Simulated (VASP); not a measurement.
# MgI2 (P-3m1) in VASP: a series of runs, part 2 of 3

VASP 6.6.1. Earlier steps stand in the parts before.

## (3) Single point, PBEsol (biaxial strain in the a-b plane: -1.5 %, then relaxed in part)

Input file INCAR:

```
PREC     = Accurate       # precision mode
ENCUT    = 520            # plane-wave cutoff, eV
EDIFF    = 1E-6           # SCF threshold, eV
ISMEAR   = 0              # smearing method
SIGMA    = 0.02           # smearing width, eV
LREAL    = F              # projectors in reciprocal space
LASPH    = T              # aspherical terms in the spheres
NELM     = 80             # most SCF steps
ALGO     = Normal         # electronic algorithm
ISIF     = 2              # what is computed and relaxed
LWAVE    = F              # write WAVECAR
LCHARG   = T              # write CHGCAR
GGA      = PS             # functional
LELF     = T              # ELF
LVHAR    = T            
NBANDS   = 15             # bands
```

Input file KPOINTS:

```
Automatic mesh
0
Gamma
  6 6 4
```

Input file POSCAR:

```
MgI2
1.0
    4.0687646488      0.0000000000      0.0000000000
   -2.0343823244      3.5236535479      0.0000000000
    0.0000000000      0.0000000000      7.0849064221
Mg I
1 2
Direct
    0.0000000000      0.0000000000      0.0000000000
    0.3333333333      0.6666666667      0.7613410835
    0.6666666667      0.3333333333      0.2386589165
```

Potentials or basis: VASP PAW PBE potentials, release 64 (Mg, I).

Command:

```
$ cat potpaw_PBE.64/Mg/POTCAR potpaw_PBE.64/I/POTCAR > POTCAR
$ mpirun -np 1 vasp_std > vasp.out
```

OUTCAR:

```text
PREC = Accurate
   ENCUT = 520
   EDIFF = 1E-6
   ISMEAR = 0
   LREAL = F
   LASPH = T
   NELM = 80
   ISIF = 2
   GGA = PS

 ion  position               nearest neighbor table
   1  0.000  0.000  0.000-   2 2.89   3 2.89   3 2.89   2 2.89   3 2.89   2 2.89
   2  0.333  0.667  0.761-   1 2.89   1 2.89   1 2.89
   3  0.667  0.333  0.239-   1 2.89   1 2.89   1 2.89

  LATTYP: Found a hexagonal cell.
 ALAT       =     4.0687646488
 C/A-ratio  =     1.7412917762

  Lattice vectors:

 A1 = (   4.0687646488,   0.0000000000,   0.0000000000)
 A2 = (  -2.0343823244,   3.5236535479,   0.0000000000)
 A3 = (   0.0000000000,   0.0000000000,   7.0849064221)

Analysis of symmetry for initial positions (statically):
=====================================================================
 Subroutine PRICEL returns:
 Original cell was already a primitive cell.

 Routine SETGRP: Setting up the symmetry group for a
 hexagonal supercell.

 Subroutine GETGRP returns: Found 12 space group operations
 (whereof 12 operations were pure point group operations)
 out of a pool of 24 trial point group operations.

The static configuration has the point symmetry D_3d.

Analysis of symmetry for dynamics (positions and initial velocities):
=====================================================================
 Subroutine PRICEL returns:
 Original cell was already a primitive cell.

 Routine SETGRP: Setting up the symmetry group for a
 hexagonal supercell.

 Subroutine GETGRP returns: Found 12 space group operations
 (whereof 12 operations were pure point group operations)
 out of a pool of 24 trial point group operations.

The dynamic configuration has the point symmetry D_3d.

 Subroutine INISYM returns: Found 12 space group operations
 (whereof 12 operations are pure point group operations),
 and found     1 'primitive' translations

----------------------------------------------------------------------------------------

                                     Primitive cell

  volume of cell :     101.5757

  direct lattice vectors                    reciprocal lattice vectors
     4.068764649  0.000000000  0.000000000     0.245774845  0.141898173  0.000000000
    -2.034382324  3.523653548  0.000000000     0.000000000  0.283796346  0.000000000
     0.000000000  0.000000000  7.084906422     0.000000000  0.000000000  0.141145125

  length of vectors
     4.068764649  4.068764649  7.084906422     0.283796346  0.283796346  0.141145125

  position of ions in fractional coordinates (direct lattice)
     0.000000000  0.000000000  0.000000000
     0.333333333  0.666666667  0.761341083
     0.666666667  0.333333333  0.238658917

  ion indices of the primitive-cell ions
   primitive index   ion index
                 1           1
                 2           2
                 3           3

----------------------------------------------------------------------------------------

 KPOINTS: Automatic mesh

Automatic generation of k-mesh.
[... 27 lines left out ...]
  0.166667  0.166667  0.000000      6.000000
  0.333333  0.166667  0.000000     12.000000
[... 16 lines left out ...]
  0.333333  0.166667  0.500000     12.000000
  0.333333  0.333333  0.500000      2.000000
   k-points           NKPTS =     24   k-points in BZ     NKDIM =     24   number of bands    NBANDS=     15
   number of dos      NEDOS =    301   number of ions     NIONS =      3
   total plane-waves  NPLWV =  48600
   dimension x,y,z NGX =    30 NGY =   30 NGZ =   54
   dimension x,y,z NGXF=    60 NGYF=   60 NGZF=  108
   ions per type =               1   2
   NGX,Y,Z   is equivalent  to a cutoff of  12.26, 12.26, 12.67 a.u.
   NGXF,Y,Z  is equivalent  to a cutoff of  24.52, 24.52, 25.34 a.u.
 SYSTEM =  unknown system
   PREC   = accura    normal or accurate (medium, high low for compatibility)
   ISTART =      0    job   : 0-new  1-cont  2-samecut
   ICHARG =      2    charge: 1-file 2-atom 10-const
   ISPIN  =      1    spin polarized calculation?
   LNONCOLLINEAR =      F non collinear calculations
   LSORBIT =      F    spin-orbit coupling
   LASPH  =      T    aspherical Exc in radial PAW
   ENCUT  =  520.0 eV  38.22 Ry    6.18 a.u.   7.57  7.57 13.17*2*pi/ulx,y,z
   NELM   =     80;   NELMIN=  2; NELMDL= -5     # of ELM steps
   EDIFF  = 0.1E-05   stopping-criterion for ELM
   LREAL  =      F    real-space projection
   EDIFFG = 0.1E-04   stopping-criterion for IOM
   NSW    =      0    number of steps for IOM
   IBRION =     -1    ionic relax: 0-MD 1-quasi-New 2-CG
   NFREE  =      0    steps in history (QN), initial steepest desc. (CG)
   ISIF   =      2    stress and relaxation
   ISYM   =      2    0-nonsym 1-usesym 2-fastsym
   POTIM  = 0.5000    time-step for ionic-motion
   TEBEG  =    0.0;   TEEND  =   0.0 temperature during run
   PSTRESS=    0.0 pullay stress
   NELECT =      16.0000    total number of electrons
   NUPDOWN=      -1.0000    fix difference up-down
   EMIN   =  10.00;   EMAX   =-10.00  energy-range for DOS
   EFERMI =   0.00;   METHOD = LEGACY
   ISMEAR =     0;   SIGMA  =   0.02  broadening in eV -4-tet -1-fermi 0-gaus
   EFERMI_NEDOS =   21; number of points for ismear=-14 and -15
   IALGO  =     38    algorithm
   IMIX   =      4    mixing-type and parameters
     AMIX     =   0.40;   BMIX     =  1.00
     AMIX_MAG =   1.60;   BMIX_MAG =  1.00
  volume/ion in A,a.u.               =      33.86       228.49
  Fermi-wavevector in a.u.,A,eV,Ry     =   0.884134  1.670771 10.635583  0.781693
  Thomas-Fermi vector in A             =   2.004994
   LORBIT       =      0    0 simple, 1 ext, 2 COOP (PROOUT), +10 PAW based schemes
   GGA     = PS    functional components
   LHFCALC =     F    Hartree Fock is set to
   AEXX    =    0.0000 exact exchange contribution
   IVDW    =     0    specifies the selected vdW correction
   LEPSILON=     F    determine dielectric tensor
   LRPA    =     F    only Hartree local field effects (RPA)
 non-spin polarized calculation
 Gauss-broadening in eV      SIGMA  =   0.02
  energy-cutoff  :      520.00
  volume of cell :      101.58
 maximum number of plane-waves:      2764
   NGX = 15   NGY = 15   NGZ = 27

 number of electron      15.9999997 magnetization

 Free energy of the ion-electron system (eV)
  ---------------------------------------------------
  ext. energy  EPLUGINS =         0.00000000
  ---------------------------------------------------
  free energy    TOTEN  =        -8.41408290 eV

  energy without entropy =       -8.41408290  energy(sigma->0) =       -8.41408290

 E-fermi :   2.4691     XC(G=0):  -8.3863

 val. band max:        2.3349989257   @ k =   0.0000   0.0000   0.0000
 cond. band min:       5.8096367504   @ k =   0.5000   0.0000   0.5000
 fundamental gap:      3.4746378247
 Fermi energy:         2.4690627178

 k-point     1 :       0.0000    0.0000    0.0000
  band No.  band energies     occupation
      1      -9.9041      2.00000
      2      -9.2329      2.00000
      3      -1.3823      2.00000
      4       1.9846      2.00000
      5       1.9846      2.00000
      6       2.0780      2.00000
      7       2.3350      2.00000
      8       2.3350      2.00000
      9       6.0539      0.00000
     10       7.1260      0.00000
     11       9.1224      0.00000
     12       9.1224      0.00000
     13       9.3885      0.00000
     14      10.4643      0.00000
[... 401 lines left out ...]
      2      -8.9398      2.00000
      3      -0.9816      2.00000
      4      -0.5446      2.00000
      5      -0.5446      2.00000
      6      -0.0281      2.00000
      7       1.5978      2.00000
      8       1.5978      2.00000
      9       7.0500      0.00000
     10       7.8697      0.00000
     11       7.8697      0.00000
     12       9.4254      0.00000
     13      10.8669      0.00000
     14      10.9638      0.00000
     15      11.1996      0.00000

------------------------ aborting loop because EDIFF is reached ----------------------------------------

  FORCE on cell =-STRESS in cart. coord.  units (eV):
  Direction    XX          YY          ZZ          XY          YZ          ZX
  --------------------------------------------------------------------------------------
  -------------------------------------------------------------------------------------
  Total        0.5457502      0.5457502     -0.0147637      0.0000000      0.0000000      0.0000000
  in kB        8.6082453      8.6082453     -0.2328711      0.0000000      0.0000000      0.0000000
  external PRESSURE =       5.6612065 kB  Pullay stress =       0.0000000 kB

 VOLUME and BASIS-vectors are now :
 -----------------------------------------------------------------------------
  energy-cutoff  :      520.00
  volume of cell :      101.58
      direct lattice vectors                 reciprocal lattice vectors
     4.068764649  0.000000000  0.000000000     0.245774845  0.141898173  0.000000000
    -2.034382324  3.523653548  0.000000000     0.000000000  0.283796346  0.000000000
     0.000000000  0.000000000  7.084906422     0.000000000  0.000000000  0.141145125

 POSITION                                       TOTAL-FORCE (eV/Angst)
 -----------------------------------------------------------------------------------
      0.00000      0.00000      0.00000         0.000000      0.000000      0.000000
     -0.00000      2.34910      5.39403        -0.000000     -0.000000      0.003680
      2.03438      1.17455      1.69088         0.000000      0.000000     -0.003680
 -----------------------------------------------------------------------------------
    total drift:                               -0.000000      0.000000     -0.000000

  FREE ENERGIE OF THE ION-ELECTRON SYSTEM (eV)
  ---------------------------------------------------
  free  energy   TOTEN  =        -8.4140829010 eV

  energy  without entropy=       -8.4140829010  energy(sigma->0) =       -8.41408290
```

It took 35 s on 1 thread of Intel Xeon Platinum 8259CL at 2.50GHz (Skylake/Cascade Lake), shared host; peak memory 0.22 GiB.

What came out:

| Property | Result |
| --- | --- |
| Free energy | -8.4141 eV |
| Pressure | 0.6 GPa |
| Largest force | 0.004 eV/Å |
| Band gap on the k mesh | 3.47 eV, indirect (least direct gap 3.72 eV) |

Forces in eV/Å, atoms in the order of the input:
```
Mg   0.000  0.000  0.000
I    0.000  0.000  0.004
I    0.000  0.000 -0.004
```

Stress tensor (GPa, compression positive):
```
 0.86  0.00  0.00
 0.00  0.86  0.00
 0.00  0.00 -0.02
```

Levels at points of the mesh, in eV from the valence-band top:
| k point | band 4 | band 5 | band 6 | band 7 | band 8 | band 9 | band 10 | band 11 | band 12 | band 13 |
| --- | --- | --- | --- | --- | --- | --- | --- | --- | --- | --- |
| (0.00, 0.00, 0.00) | -0.35 | -0.35 | -0.26 | 0.00 | 0.00 | 3.72 | 4.79 | 6.79 | 6.79 | 7.05 |
| (0.50, 0.00, 0.00) | -3.08 | -1.96 | -1.34 | -1.01 | -0.50 | 3.60 | 5.19 | 5.28 | 7.01 | 7.56 |
| (0.00, 0.00, 0.50) | -1.58 | -0.28 | -0.28 | -0.08 | -0.08 | 4.74 | 4.85 | 6.65 | 6.65 | 7.87 |
| (0.50, 0.00, 0.50) | -3.37 | -1.35 | -1.21 | -0.94 | -0.68 | 3.47 | 5.01 | 5.35 | 5.87 | 7.66 |

Caveat: the cell differs from its parent crystal (biaxial strain in the a-b plane: -1.5 %, then relaxed in part); the PAW data sets were made with another functional, which shifts forces and pressure a little; spin-orbit coupling is left out, which moves the levels of the heavy elements; this functional lacks dispersion, which binds the layers, so the pressure and a relaxed spacing across them are unreliable.

## (4) Single point, PBEsol (biaxial strain in the a-b plane: -1.5 %)

Input file INCAR:

```
ALGO = Normal
EDIFF = 1E-6
ENCUT = 520
GGA = PS
ISIF = 2
ISMEAR = 0
LASPH = True
LCHARG = False
LREAL = False
LWAVE = False
NBANDS = 15
NELM = 100
PREC = Accurate
SIGMA = 0.02
```

Input file KPOINTS:

```
k-points
0
Gamma
  6 6 4
```

Input file POSCAR:

```
MgI2
1.0
    4.0687646488      0.0000000000      0.0000000000
   -2.0343823244      3.5236535479      0.0000000000
    0.0000000000      0.0000000000      7.0875542707
Mg I
1 2
Direct
    0.0000000000      0.0000000000      0.0000000000
    0.3333333333      0.6666666667      0.7625121855
    0.6666666667      0.3333333333      0.2374878145
```

Potentials or basis: VASP PAW PBE potentials, release 64 (Mg, I).

Command:

```
$ cat potpaw_PBE.64/Mg/POTCAR potpaw_PBE.64/I/POTCAR > POTCAR
$ mpirun -np 1 vasp_std > vasp.out
```

OUTCAR:

```text
EDIFF = 1E-6
   ENCUT = 520
   GGA = PS
   ISIF = 2
   ISMEAR = 0
   LASPH = True
   LREAL = False
   NELM = 100
   PREC = Accurate

 ion  position               nearest neighbor table
   1  0.000  0.000  0.000-   2 2.89   3 2.89   3 2.89   2 2.89   3 2.89   2 2.89
   2  0.333  0.667  0.763-   1 2.89   1 2.89   1 2.89
   3  0.667  0.333  0.237-   1 2.89   1 2.89   1 2.89

  LATTYP: Found a hexagonal cell.
 ALAT       =     4.0687646488
 C/A-ratio  =     1.7419425507

  Lattice vectors:

 A1 = (   4.0687646488,   0.0000000000,   0.0000000000)
 A2 = (  -2.0343823244,   3.5236535479,   0.0000000000)
 A3 = (   0.0000000000,   0.0000000000,   7.0875542707)

Analysis of symmetry for initial positions (statically):
=====================================================================
 Subroutine PRICEL returns:
 Original cell was already a primitive cell.

 Routine SETGRP: Setting up the symmetry group for a
[... 178 lines left out ...]
      1      -9.9191      2.00000
      2      -9.2408      2.00000
      3      -1.3818      2.00000
      4       1.9682      2.00000
      5       1.9682      2.00000
      6       2.0756      2.00000
      7       2.3221      2.00000
      8       2.3221      2.00000
      9       6.0666      0.00000
     10       7.1128      0.00000
     11       9.1060      0.00000
     12       9.1060      0.00000
     13       9.3821      0.00000
     14      10.4474      0.00000
[... 401 lines left out ...]
      2      -8.9506      2.00000
      3      -1.0057      2.00000
      4      -0.5586      2.00000
      5      -0.5586      2.00000
      6      -0.0320      2.00000
      7       1.5930      2.00000
      8       1.5930      2.00000
      9       7.0660      0.00000
     10       7.8921      0.00000
     11       7.8921      0.00000
     12       9.4417      0.00000
     13      10.8651      0.00000
     14      10.9348      0.00000
     15      11.1794      0.00000

------------------------ aborting loop because EDIFF is reached ----------------------------------------

  FORCE on cell =-STRESS in cart. coord.  units (eV):
  Direction    XX          YY          ZZ          XY          YZ          ZX
  --------------------------------------------------------------------------------------
  -------------------------------------------------------------------------------------
  Total        0.6032899      0.6032899      0.1108200      0.0000000      0.0000000      0.0000000
  in kB        9.5122760      9.5122760      1.7473370      0.0000000      0.0000000      0.0000000
  external PRESSURE =       6.9239630 kB  Pullay stress =       0.0000000 kB

 VOLUME and BASIS-vectors are now :
 -----------------------------------------------------------------------------
  energy-cutoff  :      520.00
  volume of cell :      101.61
      direct lattice vectors                 reciprocal lattice vectors
     4.068764649  0.000000000  0.000000000     0.245774845  0.141898173  0.000000000
    -2.034382324  3.523653548  0.000000000     0.000000000  0.283796346  0.000000000
     0.000000000  0.000000000  7.087554271     0.000000000  0.000000000  0.141092394

 POSITION                                       TOTAL-FORCE (eV/Angst)
 -----------------------------------------------------------------------------------
      0.00000      0.00000      0.00000         0.000000      0.000000      0.000000
     -0.00000      2.34910      5.40435         0.000000      0.000000     -0.037357
      2.03438      1.17455      1.68321        -0.000000      0.000000      0.037357
 -----------------------------------------------------------------------------------
    total drift:                               -0.000000      0.000000     -0.000000

  FREE ENERGIE OF THE ION-ELECTRON SYSTEM (eV)
  ---------------------------------------------------
  free  energy   TOTEN  =        -8.4138306808 eV

  energy  without entropy=       -8.4138306808  energy(sigma->0) =       -8.41383068
```

OSZICAR:

```text
N       E                     dE             d eps       ncg     rms          rms(c)
DAV:   1     0.770145071826E+02    0.77015E+02   -0.57507E+03   720   0.840E+02
DAV:   2    -0.240910583860E+01   -0.79424E+02   -0.72202E+02   995   0.133E+02
DAV:   3    -0.844461480532E+01   -0.60355E+01   -0.60093E+01   951   0.416E+01
DAV:   4    -0.855597903715E+01   -0.11136E+00   -0.11136E+00  1028   0.677E+00
DAV:   5    -0.855740864087E+01   -0.14296E-02   -0.14296E-02   965   0.732E-01    0.422E+00
DAV:   6    -0.844328606486E+01    0.11412E+00   -0.93603E-02   853   0.152E+00    0.275E+00
DAV:   7    -0.841612488427E+01    0.27161E-01   -0.10281E-01   874   0.155E+00    0.599E-01
DAV:   8    -0.841383623186E+01    0.22887E-02   -0.76940E-03   839   0.482E-01    0.266E-01
DAV:   9    -0.841384098735E+01   -0.47555E-05   -0.75176E-04   951   0.161E-01    0.115E-01
DAV:  10    -0.841382738929E+01    0.13598E-04   -0.40650E-05   923   0.428E-02    0.367E-02
DAV:  11    -0.841383069987E+01   -0.33106E-05   -0.77678E-06   895   0.153E-02    0.263E-02
DAV:  12    -0.841383068081E+01    0.19051E-07   -0.78046E-07   809   0.476E-03
   1 F= -.84138307E+01 E0= -.84138307E+01  d E =-.210047E-24
```

stdout:

```text
POSCAR found type information on POSCAR MgI
 POSCAR found :  2 types and       3 ions
 scaLAPACK will be used
 -----------------------------------------------------------------------------
|                                                                             |
|                                                                             |
|     You enforced a specific xc type in the INCAR file but a different       |
|     I HOPE YOU KNOW WHAT YOU ARE DOING!                                     |
|                                                                             |
 -----------------------------------------------------------------------------

 LDA part: xc-table for (Slater+PW92), standard interpolation
 POSCAR, INCAR and KPOINTS ok, starting setup
 FFT: planning ... GRIDC
 FFT: planning ... GRID_SOFT
 FFT: planning ... GRID
 WAVECAR not read
 entering main loop
```

It took 30 s on 1 thread of Intel Xeon Platinum 8259CL at 2.50GHz (Skylake/Cascade Lake), shared host; peak memory 0.22 GiB.

Results:

* Free energy: -8.4138 eV
* Pressure: 0.7 GPa
* Largest force: 0.037 eV/Å
* Band gap on the k mesh: 3.49 eV, indirect (least direct gap 3.74 eV)

Forces in eV/Å, atoms in the order of the input:
```
Mg   0.000  0.000  0.000
I    0.000  0.000 -0.037
I    0.000  0.000  0.037
```

Stress tensor (GPa, compression positive):
```
0.95 0.00 0.00
0.00 0.95 0.00
0.00 0.00 0.17
```

Levels at points of the mesh, in eV from the valence-band top:
| k point | band 4 | band 5 | band 6 | band 7 | band 8 | band 9 | band 10 | band 11 | band 12 | band 13 |
| --- | --- | --- | --- | --- | --- | --- | --- | --- | --- | --- |
| (0.00, 0.00, 0.00) | -0.35 | -0.35 | -0.25 | 0.00 | 0.00 | 3.74 | 4.79 | 6.78 | 6.78 | 7.06 |
| (0.50, 0.00, 0.00) | -3.08 | -1.95 | -1.35 | -0.99 | -0.49 | 3.61 | 5.21 | 5.30 | 7.03 | 7.60 |
| (0.00, 0.00, 0.50) | -1.55 | -0.28 | -0.28 | -0.07 | -0.07 | 4.75 | 4.85 | 6.65 | 6.65 | 7.87 |
| (0.50, 0.00, 0.50) | -3.37 | -1.34 | -1.23 | -0.92 | -0.67 | 3.49 | 5.04 | 5.36 | 5.89 | 7.68 |

Caveat: the cell differs from its parent crystal (biaxial strain in the a-b plane: -1.5 %); the PAW data sets were made with another functional, which shifts forces and pressure a little; spin-orbit coupling is left out, which moves the levels of the heavy elements; this functional lacks dispersion, which binds the layers, so the pressure and a relaxed spacing across them are unreliable. A k mesh can miss the band edges.

[end of part 2 of 3]
